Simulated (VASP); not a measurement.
# Hg (Pm-3m) in VASP: a series of runs, part 3 of 3

VASP 6.6.1. The steps go on from the part before.

## Step 5: Single point, r2SCAN (26.15 Å³/atom)

This run uses another cell than the first one, of 26.15 Å³/atom.

Input file POSCAR:

```
Hg
1.0
    2.9681973934      0.0000000000      0.0000000000
    0.0000000000      2.9681973934      0.0000000000
    0.0000000000      0.0000000000      2.9681973934
Hg
1
Direct
    0.0000000000      0.0000000000      0.0000000000
```

Input file INCAR.step1:

```
SYSTEM = Hg
PREC     = Accurate       ! precision mode
ENCUT    = 520            ! plane-wave cutoff, eV
ISMEAR   = -1             ! smearing method
SIGMA    = 0.1            ! smearing width, eV
LREAL    = .False.        ! projectors in reciprocal space
LASPH    = .True.         ! aspherical terms in the spheres
NELM     = 100            ! most SCF steps
NBANDS   = 12             ! bands
GGA      = PE             ! functional
ALGO     = Normal         ! electronic algorithm
EDIFF    = 1E-4           ! SCF threshold, eV
LWAVE    = .True.         ! write WAVECAR
LCHARG   = .False.        ! write CHGCAR
```

Input file INCAR.step2:

```
SYSTEM = Hg
PREC     = Accurate       ! precision mode
ENCUT    = 520            ! plane-wave cutoff, eV
EDIFF    = 1E-6           ! SCF threshold, eV
ISMEAR   = -1             ! smearing method
SIGMA    = 0.1            ! smearing width, eV
LREAL    = .False.        ! projectors in reciprocal space
LASPH    = .True.         ! aspherical terms in the spheres
NELM     = 100            ! most SCF steps
ALGO     = Normal         ! electronic algorithm
ISIF     = 2              ! what is computed and relaxed
LWAVE    = .False.        ! write WAVECAR
LCHARG   = .True.         ! write CHGCAR
METAGGA  = R2SCAN         ! meta-GGA
LMIXTAU  = .True.       
LELF     = .True.         ! ELF
LVHAR    = .True.       
NBANDS   = 12             ! bands
ISTART   = 1
```

Input file KPOINTS:

```
regular mesh
0
Gamma
  12 12 12
  0 0 0
```

Potentials or basis: VASP PAW PBE potentials, release 64 (Hg).

On the command line:

```console
cat potpaw_PBE.64/Hg/POTCAR > POTCAR
cp INCAR.step1 INCAR
mpirun -np 1 vasp_std > vasp.out
cp INCAR.step2 INCAR
mpirun -np 1 vasp_std > vasp.out
```

OUTCAR:

```text
SYSTEM = Hg
   PREC = Accurate
   ENCUT = 520
   EDIFF = 1E-6
   ISMEAR = -1
   LREAL = .False.
   LASPH = .True.
   NELM = 100
   ISIF = 2
   METAGGA = R2SCAN
   ISTART = 1

 ion  position               nearest neighbor table
   1  0.000  0.000  0.000-

  LATTYP: Found a simple cubic cell.
 ALAT       =     2.9681973934

  Lattice vectors:

 A1 = (   2.9681973934,   0.0000000000,   0.0000000000)
 A2 = (   0.0000000000,   2.9681973934,   0.0000000000)
 A3 = (   0.0000000000,   0.0000000000,   2.9681973934)

Analysis of symmetry for initial positions (statically):
=====================================================================
 Subroutine PRICEL returns:
 Original cell was already a primitive cell.

 Routine SETGRP: Setting up the symmetry group for a
 simple cubic supercell.

 Subroutine GETGRP returns: Found 48 space group operations
 (whereof 48 operations were pure point group operations)
 out of a pool of 48 trial point group operations.

The static configuration has the point symmetry O_h .

Analysis of symmetry for dynamics (positions and initial velocities):
=====================================================================
 Subroutine PRICEL returns:
 Original cell was already a primitive cell.

 Routine SETGRP: Setting up the symmetry group for a
 simple cubic supercell.

 Subroutine GETGRP returns: Found 48 space group operations
 (whereof 48 operations were pure point group operations)
 out of a pool of 48 trial point group operations.

The dynamic configuration has the point symmetry O_h .

 Subroutine INISYM returns: Found 48 space group operations
 (whereof 48 operations are pure point group operations),
 and found     1 'primitive' translations

----------------------------------------------------------------------------------------

                                     Primitive cell

  volume of cell :      26.1504

  direct lattice vectors                    reciprocal lattice vectors
     2.968197393  0.000000000  0.000000000     0.336904817  0.000000000  0.000000000
     0.000000000  2.968197393  0.000000000     0.000000000  0.336904817  0.000000000
     0.000000000  0.000000000  2.968197393     0.000000000  0.000000000  0.336904817

  length of vectors
     2.968197393  2.968197393  2.968197393     0.336904817  0.336904817  0.336904817

  position of ions in fractional coordinates (direct lattice)
     0.000000000  0.000000000  0.000000000

  ion indices of the primitive-cell ions
   primitive index   ion index
                 1           1

----------------------------------------------------------------------------------------

 KPOINTS: regular mesh

Automatic generation of k-mesh.
 Grid dimensions read from file:
 generate k-points for:   12   12   12

 Generating k-lattice:

  Cartesian coordinates                     Fractional coordinates (reciprocal lattice)
     0.028075401  0.000000000  0.000000000     0.083333333  0.000000000  0.000000000
     0.000000000  0.028075401  0.000000000     0.000000000  0.083333333  0.000000000
     0.000000000  0.000000000  0.028075401     0.000000000  0.000000000  0.083333333

  Length of vectors
     0.028075401  0.028075401  0.028075401

  Shift w.r.t. Gamma in fractional coordinates (k-lattice)
     0.000000000  0.000000000  0.000000000

 Subroutine IBZKPT returns following result:
 ===========================================

 Found     84 irreducible k-points:

 Following reciprocal coordinates:
            Coordinates               Weight
  0.000000  0.000000  0.000000      1.000000
  0.083333  0.000000  0.000000      6.000000
  0.166667  0.000000  0.000000      6.000000
  0.250000  0.000000  0.000000      6.000000
  0.333333  0.000000  0.000000      6.000000
  0.416667  0.000000  0.000000      6.000000
[... 16 lines left out ...]
  0.333333  0.333333  0.000000     12.000000
  0.416667  0.333333  0.000000     24.000000
 [... further k-points ...]
   k-points           NKPTS =     84   k-points in BZ     NKDIM =     84   number of bands    NBANDS=     12
   number of dos      NEDOS =    301   number of ions     NIONS =      1
   total plane-waves  NPLWV =  13824
   dimension x,y,z NGX =    24 NGY =   24 NGZ =   24
   dimension x,y,z NGXF=    48 NGYF=   48 NGZF=   48
   ions per type =               1
   NGX,Y,Z   is equivalent  to a cutoff of  13.44, 13.44, 13.44 a.u.
   NGXF,Y,Z  is equivalent  to a cutoff of  26.88, 26.88, 26.88 a.u.
 SYSTEM =  Hg
   PREC   = accura    normal or accurate (medium, high low for compatibility)
   ISTART =      1    job   : 0-new  1-cont  2-samecut
   ICHARG =      0    charge: 1-file 2-atom 10-const
   ISPIN  =      1    spin polarized calculation?
   LNONCOLLINEAR =      F non collinear calculations
   LSORBIT =      F    spin-orbit coupling
   LASPH  =      T    aspherical Exc in radial PAW
   ENCUT  =  520.0 eV  38.22 Ry    6.18 a.u.   5.52  5.52  5.52*2*pi/ulx,y,z
   NELM   =    100;   NELMIN=  2; NELMDL=  0     # of ELM steps
   EDIFF  = 0.1E-05   stopping-criterion for ELM
   LREAL  =      F    real-space projection
   EDIFFG = 0.1E-04   stopping-criterion for IOM
   NSW    =      0    number of steps for IOM
   IBRION =     -1    ionic relax: 0-MD 1-quasi-New 2-CG
   NFREE  =      0    steps in history (QN), initial steepest desc. (CG)
   ISIF   =      2    stress and relaxation
   ISYM   =      2    0-nonsym 1-usesym 2-fastsym
   POTIM  = 0.5000    time-step for ionic-motion
   TEBEG  =    0.0;   TEEND  =   0.0 temperature during run
   PSTRESS=    0.0 pullay stress
   NELECT =      12.0000    total number of electrons
   NUPDOWN=      -1.0000    fix difference up-down
   EMIN   =  10.00;   EMAX   =-10.00  energy-range for DOS
   EFERMI =   0.00;   METHOD = LEGACY
   ISMEAR =    -1;   SIGMA  =   0.10  broadening in eV -4-tet -1-fermi 0-gaus
   EFERMI_NEDOS =   21; number of points for ismear=-14 and -15
   IALGO  =     38    algorithm
   IMIX   =      4    mixing-type and parameters
     AMIX     =   0.40;   BMIX     =  1.00
     AMIX_MAG =   1.60;   BMIX_MAG =  1.00
  volume/ion in A,a.u.               =      26.15       176.47
  Fermi-wavevector in a.u.,A,eV,Ry     =   1.262726  2.386206 21.694177  1.594477
  Thomas-Fermi vector in A             =   2.396119
   LORBIT       =      0    0 simple, 1 ext, 2 COOP (PROOUT), +10 PAW based schemes
   METAGGA = R2SCAN    functional components
   LHFCALC =     F    Hartree Fock is set to
   AEXX    =    0.0000 exact exchange contribution
   IVDW    =     0    specifies the selected vdW correction
   LEPSILON=     F    determine dielectric tensor
   LRPA    =     F    only Hartree local field effects (RPA)
 non-spin polarized calculation
  energy-cutoff  :      520.00
  volume of cell :       26.15
 maximum number of plane-waves:       739
 NGX is ok and might be reduce to    24
   NGX = 11   NGY = 11   NGZ = 11

 number of electron      11.9999996 magnetization

 Free energy of the ion-electron system (eV)
  ---------------------------------------------------
  ext. energy  EPLUGINS =         0.00000000
  ---------------------------------------------------
  free energy    TOTEN  =       -49.34112523 eV

  energy without entropy =      -49.33135801  energy(sigma->0) =      -49.33624162

 E-fermi :   2.0695     XC(G=0): -10.8335

 val. band max:        1.9752521368   @ k =   0.5000   0.4167   0.1667
 cond. band min:       2.1168848816   @ k =   0.4167   0.0833   0.0833
 fundamental gap:      0.1416327448
 Fermi energy:         2.0694742347

 k-point     1 :       0.0000    0.0000    0.0000
  band No.  band energies     occupation
      1      -6.8289      2.00000
      2      -6.5696      2.00000
      3      -6.5696      2.00000
      4      -4.2915      2.00000
      5      -4.2915      2.00000
      6      -4.2915      2.00000
      7      12.6167      0.00000
      8      12.6167      0.00000
      9      12.6167      0.00000
     10      16.3050      0.00000
     11      18.2705      0.00000
     12      18.2705      0.00000
[... 331 lines left out ...]
 k-point    24 :       0.4167    0.3333    0.0000
  band No.  band energies     occupation
      1      -6.1385      2.00000
      2      -5.9732      2.00000
      3      -4.8840      2.00000
      4      -4.7445      2.00000
      5      -4.3732      2.00000
      6      -0.5897      2.00000
      7       3.8249      0.00000
      8       7.2531      0.00000
      9      12.0799      0.00000
     10      19.3564      0.00000
     11      19.3661      0.00000
     12      21.5415      0.00000

 [... further k-points ...]

------------------------ aborting loop because EDIFF is reached ----------------------------------------

  FORCE on cell =-STRESS in cart. coord.  units (eV):
  Direction    XX          YY          ZZ          XY          YZ          ZX
  --------------------------------------------------------------------------------------
  -------------------------------------------------------------------------------------
  Total        0.3190836      0.3190836      0.3190836      0.0000000      0.0000000     -0.0000000
  in kB       19.5495465     19.5495465     19.5495465      0.0000000      0.0000000     -0.0000000
  external PRESSURE =      19.5495465 kB  Pullay stress =       0.0000000 kB

 VOLUME and BASIS-vectors are now :
 -----------------------------------------------------------------------------
  energy-cutoff  :      520.00
  volume of cell :       26.15
      direct lattice vectors                 reciprocal lattice vectors
     2.968197393  0.000000000  0.000000000     0.336904817  0.000000000  0.000000000
     0.000000000  2.968197393  0.000000000     0.000000000  0.336904817  0.000000000
     0.000000000  0.000000000  2.968197393     0.000000000  0.000000000  0.336904817

 POSITION                                       TOTAL-FORCE (eV/Angst)
 -----------------------------------------------------------------------------------
      0.00000      0.00000      0.00000         0.000000      0.000000      0.000000
 -----------------------------------------------------------------------------------
    total drift:                               -0.000000      0.000000      0.000000

  FREE ENERGIE OF THE ION-ELECTRON SYSTEM (eV)
  ---------------------------------------------------
  free  energy   TOTEN  =       -49.3411252319 eV

  energy  without entropy=      -49.3313580105  energy(sigma->0) =      -49.33624162
```

Run time: 25 s. Hardware: 1 thread of Intel Xeon 6975P-C (Granite Rapids), shared host; peak memory 0.16 GiB.

Results:

- Free energy: -49.3411 eV
- Pressure: 2.0 GPa
- Band gap on the k mesh: zero (bands 6 and 7 overlap by 6.85 eV)

Levels at points of the mesh, in eV from the Fermi level:
```tsv
k point	band 4	band 5	band 6	band 7	band 8	band 9
(0.00, 0.00, 0.00)	-6.36	-6.36	-6.36	10.55	10.55	10.55
(0.50, 0.00, 0.00)	-7.08	-6.30	-2.93	-1.85	14.66	14.66
(0.50, 0.50, 0.00)	-6.97	-5.69	0.80	1.53	1.53	7.72
(0.50, 0.50, 0.50)	-5.65	-5.65	5.00	5.00	5.00	5.15
```

Caveat: the PAW data sets were made with another functional, which shifts forces and pressure a little; spin-orbit coupling is left out, which moves the levels of the heavy elements.

## Step 6: Overview

| cell | k mesh | gap on the mesh (eV) | pressure (GPa) |
| --- | --- | --- | --- |
| a = 3.009 Å, 1 atom | 11 × 11 × 11 | none | 0.4 |
| a = 2.883 Å, 1 atom | 12 × 12 × 12 | none | 6.9 |
| a = 2.926 Å, 1 atom | 12 × 12 × 12 | none | 4.0 |
| a = 2.968 Å, 1 atom | 12 × 12 × 12 | none | 2.0 |

Alike in all rows: task single point; level r2SCAN; potentials or basis VASP PAW PBE potentials, release 64 (Hg); no spin polarisation; cutoff (eV) 520; smearing fermi-dirac 0.1 eV.

Caveats: the PAW data sets were made with another functional, which shifts forces and pressure a little; spin-orbit coupling is left out, which moves the levels of the heavy elements; the cell stands under pressure (at least some runs).

Absolute energies hang on the potentials; compare differences alone.

The gap in the log of VASP goes by the Fermi energy; the results here count the filled bands.